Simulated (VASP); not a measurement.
# AlSi23HO48 (a cell with a defect) in VASP: notebook

The runs below take AlSi23HO48 (a cell with a defect) through single point, with PBE+D3(BJ).

Program: VASP 6.6.1. These are calculated values, not measurements. Logs are shortened: lines on timing, memory, paths and dates and some standing lists are left out, and cuts for length are marked.

**1. The cell of the first run**

The cell holds a defect, 73 atoms: a = 9.832 Å, b = 9.832 Å, c = 10.818 Å, α = 90.00°, β = 90.00°, γ = 120.00°.

**2. Single point, PBE+D3(BJ)**

INCAR

```
SYSTEM = AlSi23HO48
ALGO     = Normal         ! electronic algorithm
EDIFF    = 1E-6           ! SCF threshold, eV
ENCUT    = 520            ! plane-wave cutoff, eV
GGA      = PE             ! functional
ISIF     = 2              ! what is computed and relaxed
ISMEAR   = 0              ! smearing method
IVDW     = 12             ! dispersion correction
LASPH    = .TRUE.         ! aspherical terms in the spheres
LCHARG   = .FALSE.        ! write CHGCAR
LREAL    = Auto         
LWAVE    = .FALSE.        ! write WAVECAR
NBANDS   = 234            ! bands
NELM     = 100            ! most SCF steps
PREC     = Accurate       ! precision mode
SIGMA    = 0.02           ! smearing width, eV
```

KPOINTS

```
k-points
0
G
  1 1 1
  0 0 0
```

POSCAR

```
AlSi23HO48
1.0
    9.8316000000      0.0000000000      0.0000000000
   -4.9158000000      8.5144150000      0.0000000000
    0.0000000000      0.0000000000     10.8182000000
Si O Al H
23 48 1 1
Direct
    0.2707910000      0.0001523800      0.1602280000
    0.0031078000      0.2738780000      0.3372560000
    0.2257670000      0.2327160000      0.0010558000
    0.2662600000      0.9963501000      0.6615830000
    0.9973292000      0.2695350000      0.8371510000
    0.2324570000      0.2240680000      0.4965950000
    0.2683800000      0.5020170000      0.1688810000
    0.0046040000      0.7704050000      0.3332450000
    0.2307490000      0.7280770000      0.9952677000
    0.9983032000      0.7660620000      0.8316270000
    0.2377440000      0.7355440000      0.4972600000
    0.7690230000      0.0099828000      0.1657910000
    0.4987680000      0.2630270000      0.3282030000
    0.7271050000      0.2349560000      0.9983316000
    0.7699370000      0.0028498000      0.6656050000
    0.4897170000      0.2690740000      0.8299280000
    0.7308480000      0.2336040000      0.5005640000
    0.7687620000      0.5019070000      0.1691910000
    0.5008740000      0.7728650000      0.3307920000
    0.7444360000      0.7446600000      0.0064547000
    0.7574780000      0.5006330000      0.6641390000
    0.5087570000      0.7701700000      0.8400500000
    0.7367760000      0.7400850000      0.4952760000
    0.0669990000      0.2014560000      0.4423840000
    0.2933680000      0.3635730000      0.1109120000
    0.1424440000      0.4380810000      0.2816240000
    0.2047280000      0.0687820000      0.0535790000
    0.3563660000      0.2834140000      0.3811320000
    0.4374350000      0.1364230000      0.2151890000
    0.0572690000      0.2009390000      0.9500830000
    0.3010870000      0.3461210000      0.6088230000
    0.1344440000      0.4335340000      0.7872490000
    0.2007330000      0.0538050000      0.5466670000
    0.3529940000      0.2961840000      0.8878520000
    0.4270900000      0.1377590000      0.7214780000
    0.0715580000      0.7136130000      0.4468100000
    0.3013150000      0.8671760000      0.0981760000
    0.1415890000      0.9302960000      0.2706040000
    0.2028910000      0.5674830000      0.0590350000
    0.3642020000      0.8036030000      0.3831170000
    0.4353540000      0.6407000000      0.2216290000
    0.0661520000      0.7023680000      0.9406990000
    0.3041460000      0.8641220000      0.6100360000
    0.1352720000      0.9272650000      0.7715610000
    0.2152660000      0.5737100000      0.5473820000
    0.3559620000      0.7787600000      0.8802220000
    0.4552200000      0.6206830000      0.7368980000
    0.5674600000      0.2010270000      0.4380930000
    0.7921120000      0.3639660000      0.1091680000
    0.6354010000      0.4319020000      0.2765330000
    0.6982380000      0.0688910000      0.0545700000
    0.8699110000      0.3055760000      0.3976290000
    0.9302700000      0.1514330000      0.2220930000
    0.5657320000      0.2155110000      0.9399210000
    0.7780370000      0.3568910000      0.6150950000
    0.6163690000      0.4405850000      0.7689160000
    0.7068080000      0.0694810000      0.5556000000
    0.8542380000      0.2926750000      0.8876010000
    0.9311320000      0.1375530000      0.7265500000
    0.5713950000      0.7143480000      0.4420600000
    0.8084990000      0.8785630000      0.1125620000
    0.6388960000      0.9375190000      0.2749870000
    0.7126420000      0.5782480000      0.0609500000
    0.8670440000      0.8013900000      0.3856450000
    0.9344440000      0.6342550000      0.2273320000
    0.5771530000      0.7178900000      0.9544130000
    0.7978400000      0.8654860000      0.6093110000
    0.6340290000      0.9297530000      0.7728060000
    0.7053340000      0.5729530000      0.5507980000
    0.8663110000      0.8003780000      0.8909460000
    0.9205510000      0.6317050000      0.7255820000
    0.2600150000      0.4856160000      0.6635380000
    0.5066799800      0.5673115300      0.7475243300
```

Potentials or basis: VASP PAW PBE potentials, release 64 (Si, O, Al, H).

Command:

```bash
cat potpaw_PBE.64/Si/POTCAR potpaw_PBE.64/O/POTCAR potpaw_PBE.64/Al/POTCAR potpaw_PBE.64/H/POTCAR > POTCAR
mpirun -np 1 vasp_gam > vasp.out
```

OUTCAR:

```text
SYSTEM = AlSi23HO48
   EDIFF = 1E-6
   ENCUT = 520
   GGA = PE
   ISIF = 2
   ISMEAR = 0
   IVDW = 12
   LASPH = .TRUE.
   LREAL = Auto
   NELM = 100
   PREC = Accurate
 IVDW          = 12

 ion  position               nearest neighbor table
   1  0.271  0.000  0.160-  29 1.62  38 1.62  37 1.63  27 1.63  13 3.04   3 3.07   9 3.07   8 3.09

   2  0.003  0.274  0.337-  26 1.62  24 1.63  52 1.63  53 1.63   7 3.05  17 3.06   6 3.07  12 3.08

   3  0.226  0.233  0.001-  30 1.62  27 1.62  25 1.63  34 1.64   5 3.02  16 3.06   7 3.06   1 3.07
[... 33 lines left out ...]
  20  0.744  0.745  0.006-  63 1.62  61 1.62  70 1.63  66 1.63  12 3.03  22 3.04  10 3.05  18 3.07

  21  0.757  0.501  0.664-  55 1.61  71 1.61  69 1.62  56 1.65  16 3.06  23 3.07  17 3.07  10 3.09

  22  0.509  0.770  0.840-  68 1.60  46 1.61  66 1.61  47 1.71  20 3.04   9 3.05  15 3.08
  23  0.737  0.740  0.495-  60 1.62  64 1.62  69 1.63  67 1.63   8 3.05  15 3.06  19 3.07  21 3.07

  24  0.067  0.201  0.442-   2 1.63   6 1.64
  25  0.293  0.364  0.111-   7 1.63   3 1.63
  26  0.142  0.438  0.282-   2 1.62   7 1.62
  27  0.205  0.069  0.054-   3 1.62   1 1.63
  28  0.356  0.283  0.381-  13 1.62   6 1.64
  29  0.437  0.136  0.215-   1 1.62  13 1.63
[... 15 lines left out ...]
  45  0.215  0.574  0.547-  11 1.59  72 1.70
  46  0.356  0.779  0.880-  22 1.61   9 1.64
  47  0.455  0.621  0.737-  73 0.90  22 1.71  72 1.88
  48  0.567  0.201  0.438-  17 1.62  13 1.63
  49  0.792  0.364  0.109-  18 1.62  14 1.63
  50  0.635  0.432  0.277-  18 1.62  13 1.63
  51  0.698  0.069  0.055-  14 1.63  12 1.63
  52  0.870  0.306  0.398-  17 1.63   2 1.63
  53  0.930  0.151  0.222-  12 1.62   2 1.63
[... 16 lines left out ...]
  70  0.866  0.800  0.891-  20 1.63  10 1.63
  71  0.921  0.632  0.726-  21 1.61  10 1.62
  72  0.260  0.486  0.664-  45 1.70  32 1.72  31 1.72  47 1.88   5 3.04   6 3.04  11 3.14
  73  0.507  0.567  0.748-  47 0.90

  LATTYP: Found a hexagonal cell.
 ALAT       =     9.8316000000
 C/A-ratio  =     1.1003498922

  Lattice vectors:

 A1 = (   9.8316000000,   0.0000000000,   0.0000000000)
 A2 = (  -4.9158000000,   8.5144150000,   0.0000000000)
 A3 = (   0.0000000000,   0.0000000000,  10.8182000000)

Analysis of symmetry for initial positions (statically):
=====================================================================
 Subroutine PRICEL returns:
 Original cell was already a primitive cell.

 Routine SETGRP: Setting up the symmetry group for a
 hexagonal supercell.

 Subroutine GETGRP returns: Found  1 space group operations
 (whereof  1 operations were pure point group operations)
 out of a pool of 24 trial point group operations.

The static configuration has the point symmetry C_1 .

Analysis of symmetry for dynamics (positions and initial velocities):
=====================================================================
 Subroutine PRICEL returns:
 Original cell was already a primitive cell.

 Routine SETGRP: Setting up the symmetry group for a
 hexagonal supercell.

 Subroutine GETGRP returns: Found  1 space group operations
 (whereof  1 operations were pure point group operations)
 out of a pool of 24 trial point group operations.

The dynamic configuration has the point symmetry C_1 .

 Subroutine INISYM returns: Found  1 space group operations
 (whereof  1 operations are pure point group operations),
 and found     1 'primitive' translations

----------------------------------------------------------------------------------------

                                     Primitive cell

  volume of cell :     905.5950

  direct lattice vectors                    reciprocal lattice vectors
     9.831600000  0.000000000  0.000000000     0.101712844  0.058723941  0.000000000
    -4.915800000  8.514415000  0.000000000     0.000000000  0.117447881  0.000000000
[... 178 lines left out ...]
 ===========================================

 Found      1 irreducible k-points:

 Following reciprocal coordinates:
            Coordinates               Weight
  0.000000  0.000000  0.000000      1.000000
   k-points           NKPTS =      1   k-points in BZ     NKDIM =      1   number of bands    NBANDS=    234
   number of dos      NEDOS =    301   number of ions     NIONS =     73
   total plane-waves  NPLWV = 512000
   dimension x,y,z NGX =    80 NGY =   80 NGZ =   80
   dimension x,y,z NGXF=   160 NGYF=  160 NGZF=  160
   ions per type =              23  48   1   1
   NGX,Y,Z   is equivalent  to a cutoff of  13.53, 13.53, 12.29 a.u.
   NGXF,Y,Z  is equivalent  to a cutoff of  27.05, 27.05, 24.59 a.u.
 SYSTEM =  AlSi23HO48
   PREC   = accura    normal or accurate (medium, high low for compatibility)
   ISTART =      0    job   : 0-new  1-cont  2-samecut
   ICHARG =      2    charge: 1-file 2-atom 10-const
   ISPIN  =      1    spin polarized calculation?
   LNONCOLLINEAR =      F non collinear calculations
   LSORBIT =      F    spin-orbit coupling
   LASPH  =      T    aspherical Exc in radial PAW
   ENCUT  =  520.0 eV  38.22 Ry    6.18 a.u.  18.28 18.28 20.11*2*pi/ulx,y,z
   NELM   =    100;   NELMIN=  2; NELMDL= -5     # of ELM steps
   EDIFF  = 0.1E-05   stopping-criterion for ELM
   LREAL  =      T    real-space projection
   EDIFFG = 0.1E-04   stopping-criterion for IOM
   NSW    =      0    number of steps for IOM
   IBRION =     -1    ionic relax: 0-MD 1-quasi-New 2-CG
   NFREE  =      0    steps in history (QN), initial steepest desc. (CG)
   ISIF   =      2    stress and relaxation
   ISYM   =      2    0-nonsym 1-usesym 2-fastsym
   POTIM  = 0.5000    time-step for ionic-motion
   TEBEG  =    0.0;   TEEND  =   0.0 temperature during run
   PSTRESS=    0.0 pullay stress
   NELECT =     384.0000    total number of electrons
   NUPDOWN=      -1.0000    fix difference up-down
   EMIN   =  10.00;   EMAX   =-10.00  energy-range for DOS
   EFERMI =   0.00;   METHOD = LEGACY
   ISMEAR =     0;   SIGMA  =   0.02  broadening in eV -4-tet -1-fermi 0-gaus
   EFERMI_NEDOS =   21; number of points for ismear=-14 and -15
   IALGO  =     38    algorithm
   IMIX   =      4    mixing-type and parameters
     AMIX     =   0.40;   BMIX     =  1.00
     AMIX_MAG =   1.60;   BMIX_MAG =  1.00
  volume/ion in A,a.u.               =      12.41        83.72
  Fermi-wavevector in a.u.,A,eV,Ry     =   1.229912  2.324196 20.581296  1.512683
  Thomas-Fermi vector in A             =   2.364781
   LORBIT       =      0    0 simple, 1 ext, 2 COOP (PROOUT), +10 PAW based schemes
   GGA     = PE    functional components
   LHFCALC =     F    Hartree Fock is set to
   AEXX    =    0.0000 exact exchange contribution
   IVDW    =    12    specifies the selected vdW correction
   LEPSILON=     F    determine dielectric tensor
   LRPA    =     F    only Hartree local field effects (RPA)
 non-spin polarized calculation
 Gauss-broadening in eV      SIGMA  =   0.02
  energy-cutoff  :      520.00
  volume of cell :      905.60
 maximum number of plane-waves:     12195
 NGX is ok and might be reduce to    80
   NGX = 37   NGY = 37   NGZ = 41

 number of electron     384.0000041 magnetization

 Free energy of the ion-electron system (eV)
  ---------------------------------------------------
  ext. energy  EPLUGINS =         0.00000000
  ---------------------------------------------------
  free energy    TOTEN  =      -570.01620011 eV

  energy without entropy =     -570.01620011  energy(sigma->0) =     -570.01620011

 E-fermi :   1.5877     XC(G=0):  -9.2650

 val. band max:        1.4891782446   @ k =   0.0000   0.0000   0.0000
 cond. band min:       6.9031277535   @ k =   0.0000   0.0000   0.0000
 fundamental gap:      5.4139495089
 Fermi energy:         1.5877283896

 k-point     1 :       0.0000    0.0000    0.0000
  band No.  band energies     occupation
      1     -19.2180      2.00000
      2     -18.1752      2.00000
      3     -17.8350      2.00000
      4     -17.7518      2.00000
      5     -17.7471      2.00000
      6     -17.7205      2.00000
[... 196 lines left out ...]
    203       9.9106      0.00000
    204       9.9943      0.00000
 [bands above 204 left out]

------------------------ aborting loop because EDIFF is reached ----------------------------------------

 Edisp (eV)  -10.39411

 E8    (eV) :    -3.5303

  FORCE on cell =-STRESS in cart. coord.  units (eV):
  Direction    XX          YY          ZZ          XY          YZ          ZX
  --------------------------------------------------------------------------------------
  -------------------------------------------------------------------------------------
  Total       5.78465     6.46618     5.77057    -1.56331    -0.96606     0.14504
  in kB      10.23419    11.43995    10.20928    -2.76580    -1.70915     0.25660
  external pressure =       10.63 kB  Pullay stress =        0.00 kB

 VOLUME and BASIS-vectors are now :
 -----------------------------------------------------------------------------
  energy-cutoff  :      520.00
  volume of cell :      905.60
      direct lattice vectors                 reciprocal lattice vectors
     9.831600000  0.000000000  0.000000000     0.101712844  0.058723941  0.000000000
    -4.915800000  8.514415000  0.000000000     0.000000000  0.117447881  0.000000000
     0.000000000  0.000000000 10.818200000     0.000000000  0.000000000  0.092436819

 POSITION                                       TOTAL-FORCE (eV/Angst)
 -----------------------------------------------------------------------------------
      2.66156      0.00130      1.73338         0.011573      0.002404     -0.004222
     -1.31577      2.33191      3.64850        -0.014426      0.016080     -0.003755
      1.07567      1.98144      0.01142         0.022984     -0.011630     -0.016569
     -2.28010      8.48334      7.15714         0.023525      0.030015      0.035214
      8.48036      2.29493      9.05647        -0.034058     -0.036571      0.022347
      1.18395      1.90781      5.37226        -0.011256     -0.040476     -0.042076
[... 65 lines left out ...]
      0.16917      4.13474      7.17829        -0.098984     -0.042294     -0.053750
      2.19268      4.83033      8.08687         4.664129     -2.734501      0.637026
 -----------------------------------------------------------------------------------
    total drift:                               -0.013340     -0.037453     -0.029105

  FREE ENERGIE OF THE ION-ELECTRON SYSTEM (eV)
  ---------------------------------------------------
  free  energy   TOTEN  =      -580.4103099216 eV

  energy  without entropy=     -580.4103099216  energy(sigma->0) =     -580.41030992
```

It took 6.6 min on 1 thread of Intel Xeon Platinum 8124M at 3.00GHz (Skylake/Cascade Lake), shared host; peak memory 0.96 GiB.

What came out:

```yaml
Free_energy: -580.4103 eV
Pressure: 1.1 GPa
Largest_force: 5.444 eV/Å
Band_gap_on_the_k_mesh: 5.41 eV
Dispersion_energy_per_atom: -0.142 eV
```

Forces in eV/Å, atoms in the order of the input:
```
Si   0.012  0.002 -0.004
Si  -0.014  0.016 -0.004
Si   0.023 -0.012 -0.017
Si   0.024  0.030  0.035
Si  -0.034 -0.037  0.022
Si  -0.011 -0.040 -0.042
Si   0.014 -0.010  0.001
Si  -0.013  0.018 -0.004
Si  -0.030 -0.015  0.007
Si  -0.015 -0.014 -0.024
Si  -0.031  0.019 -0.014
Si   0.015  0.008 -0.002
Si   0.005  0.012  0.004
Si  -0.047 -0.009 -0.010
Si   0.021  0.021 -0.021
Si   0.049  0.172 -0.076
Si  -0.018  0.016  0.028
Si   0.012 -0.006 -0.009
Si   0.001  0.017 -0.007
Si   0.036 -0.027  0.000
Si  -0.102 -0.063  0.127
Si  -0.107  0.170  0.093
Si   0.026 -0.043 -0.002
O    0.006  0.002  0.011
O   -0.007 -0.002  0.000
O    0.002  0.004  0.001
O    0.005 -0.006  0.009
O   -0.017 -0.002  0.012
O    0.001  0.003  0.005
O   -0.022  0.002 -0.010
O   -0.011  0.071  0.058
O    0.058  0.075 -0.037
O   -0.005  0.003 -0.013
O   -0.049 -0.011  0.030
O   -0.017 -0.043 -0.021
O    0.017  0.003  0.008
O    0.001 -0.011 -0.006
O    0.006 -0.005 -0.001
O    0.011 -0.001 -0.003
O   -0.014 -0.006  0.005
O    0.001  0.008  0.000
O    0.007  0.008  0.006
O    0.011 -0.024 -0.013
O    0.011  0.004 -0.008
O    0.043 -0.041  0.042
O    0.026 -0.025 -0.019
O   -4.594  2.675 -0.648
O   -0.009  0.001 -0.010
O   -0.003 -0.003  0.002
O    0.005  0.003  0.003
O    0.010 -0.008  0.003
O    0.005 -0.006 -0.009
O   -0.003  0.006  0.003
O    0.019 -0.017  0.030
O    0.028 -0.028 -0.040
O    0.132 -0.102 -0.004
O    0.011 -0.012  0.005
O    0.026 -0.007 -0.009
O   -0.001  0.013  0.015
O   -0.012  0.007  0.003
O   -0.012 -0.005 -0.002
O    0.002 -0.006  0.002
O    0.005  0.003  0.007
O   -0.004 -0.001 -0.003
O    0.000  0.013  0.007
O   -0.031 -0.017 -0.055
O   -0.012 -0.005  0.007
O    0.005 -0.039 -0.011
O   -0.008  0.038 -0.037
O   -0.016  0.003  0.011
O    0.016  0.040  0.008
Al  -0.099 -0.042 -0.054
H    4.664 -2.735  0.637
```

Caveat: the k points lie up to 0.74 Å⁻¹ apart.

**3. Single point, PBE+D3(BJ)**

INCAR

```
PREC     = Accurate       # precision mode
ENCUT    = 520            # plane-wave cutoff, eV
EDIFF    = 1E-7           # SCF threshold, eV
ISMEAR   = 0              # smearing method
SIGMA    = 0.02           # smearing width, eV
LREAL    = Auto         
LASPH    = T              # aspherical terms in the spheres
NELM     = 80             # most SCF steps
ALGO     = Normal         # electronic algorithm
ISIF     = 2              # what is computed and relaxed
LWAVE    = F              # write WAVECAR
LCHARG   = T              # write CHGCAR
GGA      = PE             # functional
IVDW     = 12             # dispersion correction
LELF     = T              # ELF
LVHAR    = T            
NBANDS   = 234            # bands
```

KPOINTS

```
Automatic mesh
0
Gamma
  1 1 1
```

Changes to POSCAR since step 2:

```diff
@@ -80,2 +80,2 @@
     0.2600150000      0.4856160000      0.6635380000
-    0.5066799800      0.5673115300      0.7475243300
+    0.5101106500      0.5637534300      0.7482327500
```

Potentials or basis: VASP PAW PBE potentials, release 64 (Si, O, Al, H).

Command:

```bash
cat potpaw_PBE.64/Si/POTCAR potpaw_PBE.64/O/POTCAR potpaw_PBE.64/Al/POTCAR potpaw_PBE.64/H/POTCAR > POTCAR
mpirun -np 1 vasp_gam > vasp.out
```

Run time: 6.9 min. Hardware: 1 thread of Intel Xeon Platinum 8124M at 3.00GHz (Skylake/Cascade Lake), shared host; peak memory 0.97 GiB.

Results (log left out):

```
Free energy                : -580.6123 eV
Pressure                   : 0.9 GPa
Largest force              : 1.589 eV/Å
Band gap on the k mesh     : 5.40 eV
Dispersion energy per atom : -0.142 eV
```

Forces in eV/Å, atoms in the order of the input:
```
Si   0.014 -0.003 -0.003
Si  -0.010  0.017 -0.003
Si   0.010 -0.012 -0.006
Si   0.020  0.015  0.023
Si  -0.024 -0.027  0.011
Si  -0.016 -0.035 -0.037
Si   0.012 -0.004 -0.001
Si  -0.010  0.019 -0.003
Si  -0.012 -0.013 -0.006
Si  -0.009 -0.001 -0.010
Si  -0.020  0.010 -0.008
Si   0.016  0.003 -0.002
Si   0.001  0.012  0.003
Si  -0.028 -0.014 -0.001
Si   0.011  0.005 -0.005
Si   0.018  0.074 -0.031
Si  -0.010 -0.002  0.015
Si   0.013 -0.003 -0.006
Si   0.002  0.014 -0.004
Si   0.006 -0.019  0.000
Si  -0.029 -0.027  0.052
Si  -0.063  0.060  0.017
Si   0.007 -0.024 -0.001
O    0.005  0.002  0.010
O   -0.004 -0.006 -0.003
O    0.001  0.002  0.001
O    0.005 -0.003  0.005
O   -0.013 -0.003  0.010
O    0.002  0.004  0.005
O   -0.017  0.000 -0.007
O   -0.004  0.048  0.045
O    0.040  0.058 -0.030
O   -0.002  0.001 -0.011
O   -0.025 -0.005  0.015
O   -0.009 -0.016 -0.011
O    0.012  0.004  0.007
O   -0.003 -0.007 -0.003
O    0.006 -0.004 -0.001
O    0.010 -0.004  0.001
O   -0.015 -0.004  0.004
O    0.001  0.007  0.000
O   -0.002  0.007  0.002
O    0.005 -0.016 -0.010
O    0.011  0.004 -0.009
O    0.030 -0.039  0.031
O    0.000 -0.014  0.002
O   -1.338  0.760 -0.181
O   -0.008  0.004 -0.006
O   -0.005 -0.004 -0.001
O    0.005  0.003  0.003
O    0.006 -0.003  0.001
O    0.000 -0.005 -0.005
O   -0.003  0.007  0.003
O    0.008 -0.002  0.011
O    0.010 -0.015 -0.018
O    0.051 -0.039 -0.002
O    0.007 -0.003  0.000
O    0.015 -0.006 -0.007
O    0.000  0.014  0.015
O   -0.007  0.007  0.000
O   -0.008 -0.002  0.001
O    0.002 -0.004  0.001
O    0.008 -0.003  0.005
O   -0.003 -0.005 -0.002
O   -0.001  0.012  0.006
O   -0.004 -0.007 -0.016
O   -0.004 -0.008  0.000
O    0.013 -0.008 -0.015
O   -0.002  0.018 -0.015
O   -0.009 -0.002  0.005
O    0.001  0.021  0.005
Al  -0.027  0.006 -0.010
H    1.362 -0.800  0.174
```

Stress tensor (GPa, compression positive):
```
 0.57  0.00 -0.05
 0.00  0.99 -0.15
-0.05 -0.15  1.02
```

Levels at points of the mesh, in eV from the valence-band top:
```
           k point  band 190  band 191  band 192  band 193  band 194  band 195
(0.00, 0.00, 0.00)     -0.35     -0.22      0.00      5.40      7.25      7.40
```

Caveat: the k points lie up to 0.74 Å⁻¹ apart.
